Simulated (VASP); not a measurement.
# Pd in VASP: further runs

Pd is run at these levels: PBEsol, PBE0, PBEsol-based global hybrid with 25 % exact exchange; tasks: single point.

Everything below comes from runs of VASP 6.6.1. Logs are shortened: lines on timing, memory, paths and dates and some standing lists are left out, and cuts for length are marked.

## 1. The cell of the first run

It takes space group I4/mmm (No. 139, tetragonal). Conventional cell: a = 3.207 Å, b = 3.207 Å, c = 3.145 Å, α = 90.00°, β = 90.00°, γ = 90.00°. Pd (site symmetry 4/mmm) has 14 Pd at 2.76 to 3.21 Å within 3.6 Å.

## 2. Single point, PBEsol

INCAR

```
ALGO = Normal
EDIFF = 1E-6
ENCUT = 500
GGA = PS
GGA_COMPAT = False
ISIF = 2
ISMEAR = -1
LASPH = True
LCHARG = False
LREAL = False
LWAVE = False
NBANDS = 11
NELM = 120
PREC = Accurate
SIGMA = 0.05
```

KPOINTS

```
k-points
0
Gamma
  12 12 12
```

POSCAR

```
Pd
1.0
   -1.6037266200      1.6037266200      1.5722810000
    1.6037266200     -1.6037266200      1.5722810000
    1.6037266200      1.6037266200     -1.5722810000
Pd
1
Direct
    0.0000000000      0.0000000000      0.0000000000
```

Potentials or basis: VASP PAW PBE potentials, release 64 (Pd).

The run is started by

```bash
cat potpaw_PBE.64/Pd/POTCAR > POTCAR
mpirun -np 1 vasp_std > vasp.out
```

OUTCAR:

```text
EDIFF = 1E-6
   ENCUT = 500
   GGA = PS
   ISIF = 2
   ISMEAR = -1
   LASPH = True
   LREAL = False
   NELM = 120
   PREC = Accurate

 ion  position               nearest neighbor table
   1  0.000  0.000  0.000-

  LATTYP: Found a body centered tetragonal cell.
 ALAT       =     3.2074532400
 C/A-ratio  =     0.9803921569

  Lattice vectors:

 A1 = (  -1.6037266200,   1.6037266200,   1.5722810000)
 A2 = (   1.6037266200,  -1.6037266200,   1.5722810000)
 A3 = (   1.6037266200,   1.6037266200,  -1.5722810000)

Analysis of symmetry for initial positions (statically):
=====================================================================
 Subroutine PRICEL returns:
 Original cell was already a primitive cell.

 Routine SETGRP: Setting up the symmetry group for a
 body centered tetragonal supercell.

 Subroutine GETGRP returns: Found 16 space group operations
 (whereof 16 operations were pure point group operations)
 out of a pool of 16 trial point group operations.

The static configuration has the point symmetry D_4h.

Analysis of symmetry for dynamics (positions and initial velocities):
=====================================================================
 Subroutine PRICEL returns:
 Original cell was already a primitive cell.

 Routine SETGRP: Setting up the symmetry group for a
 body centered tetragonal supercell.

 Subroutine GETGRP returns: Found 16 space group operations
 (whereof 16 operations were pure point group operations)
 out of a pool of 16 trial point group operations.

The dynamic configuration has the point symmetry D_4h.

 Subroutine INISYM returns: Found 16 space group operations
 (whereof 16 operations are pure point group operations),
 and found     1 'primitive' translations

----------------------------------------------------------------------------------------

                                     Primitive cell

  volume of cell :      16.1752

  direct lattice vectors                    reciprocal lattice vectors
    -1.603726620  1.603726620  1.572281000     0.000000000  0.311773836  0.318009313
     1.603726620 -1.603726620  1.572281000     0.311773836  0.000000000  0.318009313
     1.603726620  1.603726620 -1.572281000     0.311773836  0.311773836  0.000000000

  length of vectors
     2.759700289  2.759700289  2.759700289     0.445345762  0.445345762  0.440914787

  position of ions in fractional coordinates (direct lattice)
     0.000000000  0.000000000  0.000000000

  ion indices of the primitive-cell ions
   primitive index   ion index
                 1           1

----------------------------------------------------------------------------------------

 KPOINTS: k-points

Automatic generation of k-mesh.
 Grid dimensions read from file:
 generate k-points for:   12   12   12

 Generating k-lattice:

  Cartesian coordinates                     Fractional coordinates (reciprocal lattice)
     0.000000000  0.025981153  0.026500776     0.083333333 -0.000000000  0.000000000
     0.025981153  0.000000000  0.026500776    -0.000000000  0.083333333  0.000000000
     0.025981153  0.025981153  0.000000000     0.000000000  0.000000000  0.083333333

  Length of vectors
     0.037112147  0.037112147  0.036742899

  Shift w.r.t. Gamma in fractional coordinates (k-lattice)
     0.000000000  0.000000000  0.000000000

 Subroutine IBZKPT returns following result:
 ===========================================

 Found    163 irreducible k-points:

 Following reciprocal coordinates:
            Coordinates               Weight
  0.000000  0.000000  0.000000      1.000000
  0.083333 -0.000000  0.000000      8.000000
  0.166667 -0.000000  0.000000      8.000000
  0.250000  0.000000  0.000000      8.000000
  0.333333  0.000000 -0.000000      8.000000
  0.416667  0.000000 -0.000000      8.000000
[... 16 lines left out ...]
  0.500000  0.166667  0.000000     16.000000
 -0.416667  0.166667  0.000000     16.000000
 [... further k-points ...]
   k-points           NKPTS =    163   k-points in BZ     NKDIM =    163   number of bands    NBANDS=     11
   number of dos      NEDOS =    301   number of ions     NIONS =      1
   total plane-waves  NPLWV =   8000
   dimension x,y,z NGX =    20 NGY =   20 NGZ =   20
   dimension x,y,z NGXF=    40 NGYF=   40 NGZF=   40
   ions per type =               1
   NGX,Y,Z   is equivalent  to a cutoff of  12.05, 12.05, 12.05 a.u.
   NGXF,Y,Z  is equivalent  to a cutoff of  24.10, 24.10, 24.10 a.u.
 SYSTEM =  unknown system
   PREC   = accura    normal or accurate (medium, high low for compatibility)
   ISTART =      0    job   : 0-new  1-cont  2-samecut
   ICHARG =      2    charge: 1-file 2-atom 10-const
   ISPIN  =      1    spin polarized calculation?
   LNONCOLLINEAR =      F non collinear calculations
   LSORBIT =      F    spin-orbit coupling
   LASPH  =      T    aspherical Exc in radial PAW
   ENCUT  =  500.0 eV  36.75 Ry    6.06 a.u.   5.03  5.03  5.03*2*pi/ulx,y,z
   NELM   =    120;   NELMIN=  2; NELMDL= -5     # of ELM steps
   EDIFF  = 0.1E-05   stopping-criterion for ELM
   LREAL  =      F    real-space projection
   EDIFFG = 0.1E-04   stopping-criterion for IOM
   NSW    =      0    number of steps for IOM
   IBRION =     -1    ionic relax: 0-MD 1-quasi-New 2-CG
   NFREE  =      0    steps in history (QN), initial steepest desc. (CG)
   ISIF   =      2    stress and relaxation
   ISYM   =      2    0-nonsym 1-usesym 2-fastsym
   POTIM  = 0.5000    time-step for ionic-motion
   TEBEG  =    0.0;   TEEND  =   0.0 temperature during run
   PSTRESS=    0.0 pullay stress
   NELECT =      10.0000    total number of electrons
   NUPDOWN=      -1.0000    fix difference up-down
   EMIN   =  10.00;   EMAX   =-10.00  energy-range for DOS
   EFERMI =   0.00;   METHOD = LEGACY
   ISMEAR =    -1;   SIGMA  =   0.05  broadening in eV -4-tet -1-fermi 0-gaus
   EFERMI_NEDOS =   21; number of points for ismear=-14 and -15
   IALGO  =     38    algorithm
   IMIX   =      4    mixing-type and parameters
     AMIX     =   0.40;   BMIX     =  1.00
     AMIX_MAG =   1.60;   BMIX_MAG =  1.00
  volume/ion in A,a.u.               =      16.18       109.16
  Fermi-wavevector in a.u.,A,eV,Ry     =   1.394626  2.635462 26.463098  1.944983
  Thomas-Fermi vector in A             =   2.518157
   LORBIT       =      0    0 simple, 1 ext, 2 COOP (PROOUT), +10 PAW based schemes
   GGA     = PS    functional components
   LHFCALC =     F    Hartree Fock is set to
   AEXX    =    0.0000 exact exchange contribution
   IVDW    =     0    specifies the selected vdW correction
   LEPSILON=     F    determine dielectric tensor
   LRPA    =     F    only Hartree local field effects (RPA)
 non-spin polarized calculation
  energy-cutoff  :      500.00
  volume of cell :       16.18
 maximum number of plane-waves:       424
   NGX =  9   NGY =  9   NGZ =  9

 number of electron      10.0000000 magnetization

 number of electron       9.9999997 magnetization

 Free energy of the ion-electron system (eV)
  ---------------------------------------------------
  ext. energy  EPLUGINS =         0.00000000
  ---------------------------------------------------
  free energy    TOTEN  =        -5.83495094 eV

  energy without entropy =       -5.82389898  energy(sigma->0) =       -5.82942496

 E-fermi :   8.1241     XC(G=0): -12.8103

 val. band max:        8.1119701724   @ k =   0.4167   0.0833  -0.0000
 cond. band min:       8.1279202033   @ k =  -0.4167  -0.4167   0.4167
 fundamental gap:      0.0159500310
 Fermi energy:         8.1240766478

 k-point     1 :       0.0000    0.0000    0.0000
  band No.  band energies     occupation
      1       1.6033      2.00000
      2       5.4828      2.00000
      3       5.6044      2.00000
      4       5.6044      2.00000
      5       7.2443      2.00000
      6       7.3939      2.00000
      7      27.1149      0.00000
      8      27.1149      0.00000
      9      27.4883      0.00000
     10      34.8246      0.00000
     11      34.8599      0.00000

 k-point     2 :       0.0833   -0.0000    0.0000
  band No.  band energies     occupation
      1       1.8500      2.00000
      2       5.4521      2.00000
      3       5.6049      2.00000
      4       5.7226      2.00000
      5       7.2210      2.00000
      6       7.3406      2.00000
      7      26.9640      0.00000
      8      27.3422      0.00000
      9      27.3850      0.00000
     10      32.8720      0.00000
     11      33.4839      0.00000

 k-point     3 :       0.1667   -0.0000    0.0000
  band No.  band energies     occupation
      1       2.5268      2.00000
      2       5.2517      2.00000
      3       5.6089      2.00000
      4       6.1904      2.00000
      5       7.1106      2.00000
      6       7.3299      2.00000
      7      25.6437      0.00000
      8      26.7535      0.00000
      9      28.1222      0.00000
     10      31.7525      0.00000
     11      31.8881      0.00000

 k-point     4 :       0.2500    0.0000    0.0000
  band No.  band energies     occupation
      1       3.3232      2.00000
      2       4.9794      2.00000
      3       5.8310      2.00000
      4       6.9039      2.00000
      5       7.0785      2.00000
      6       7.3791      2.00000
      7      22.8799      0.00000
      8      25.4604      0.00000
      9      29.0718      0.00000
     10      29.3314      0.00000
     11      31.3701      0.00000
[... 239 lines left out ...]
 k-point    22 :       0.4167    0.1667   -0.0000
  band No.  band energies     occupation
      1       3.9322      2.00000
      2       4.6526      2.00000
      3       6.5541      2.00000
      4       7.2377      2.00000
      5       7.8999      1.97768
      6      12.0187      0.00000
      7      15.3928      0.00000
      8      20.6135      0.00000
      9      24.2846      0.00000
     10      30.9063      0.00000
     11      33.2973      0.00000

 k-point    23 :       0.5000    0.1667    0.0000
  band No.  band energies     occupation
      1       4.0062      2.00000
      2       4.7062      2.00000
      3       6.3407      2.00000
      4       7.1947      2.00000
      5       7.7205      1.99938
      6      10.7965      0.00000
      7      17.0966      0.00000
      8      20.9198      0.00000
      9      24.6528      0.00000
     10      30.5929      0.00000
     11      33.5793      0.00000

 k-point    24 :      -0.4167    0.1667    0.0000
  band No.  band energies     occupation
      1       4.1060      2.00000
      2       4.8666      2.00000
      3       5.7300      2.00000
      4       7.0222      2.00000
      5       7.5477      1.99998
      6       9.1468      0.00000
      7      20.0315      0.00000
      8      21.7809      0.00000
      9      25.6307      0.00000
     10      29.8452      0.00000
     11      33.6673      0.00000

 [... further k-points ...]

------------------------ aborting loop because EDIFF is reached ----------------------------------------

  FORCE on cell =-STRESS in cart. coord.  units (eV):
  Direction    XX          YY          ZZ          XY          YZ          ZX
  --------------------------------------------------------------------------------------
  -------------------------------------------------------------------------------------
  Total       -1.5043101     -1.5043101     -1.5905226      0.0000000      0.0000000      0.0000000
  in kB     -149.0037233   -149.0037233   -157.5431722      0.0000000      0.0000000      0.0000000
  external PRESSURE =    -151.8502063 kB  Pullay stress =       0.0000000 kB

 VOLUME and BASIS-vectors are now :
 -----------------------------------------------------------------------------
  energy-cutoff  :      500.00
  volume of cell :       16.18
      direct lattice vectors                 reciprocal lattice vectors
    -1.603726620  1.603726620  1.572281000     0.000000000  0.311773836  0.318009313
     1.603726620 -1.603726620  1.572281000     0.311773836  0.000000000  0.318009313
     1.603726620  1.603726620 -1.572281000     0.311773836  0.311773836  0.000000000

 POSITION                                       TOTAL-FORCE (eV/Angst)
 -----------------------------------------------------------------------------------
      0.00000      0.00000      0.00000         0.000000      0.000000      0.000000
 -----------------------------------------------------------------------------------
    total drift:                                0.000000     -0.000000      0.000000

  FREE ENERGIE OF THE ION-ELECTRON SYSTEM (eV)
  ---------------------------------------------------
  free  energy   TOTEN  =        -5.8349509447 eV

  energy  without entropy=       -5.8238989767  energy(sigma->0) =       -5.82942496
```

Run time: 40 s. Hardware: 1 thread of Intel Xeon 8259CL, shared host; peak memory 0.14 GiB.

Results:

```yaml
Free_energy: -5.8350 eV
Pressure: -15.2 GPa
Band_gap_on_the_k_mesh: zero (bands 5 and 6 overlap by 1.39 eV)
```

Stress tensor (GPa, compression positive):
```
-14.90   0.00   0.00
  0.00 -14.90   0.00
  0.00   0.00 -15.75
```

Caveat: the cell stands under tension; the PAW data sets were made with another functional, which shifts forces and pressure a little.

[end of part 1 of 2]

The gap in the log of VASP goes by the Fermi energy; the results here count the filled bands.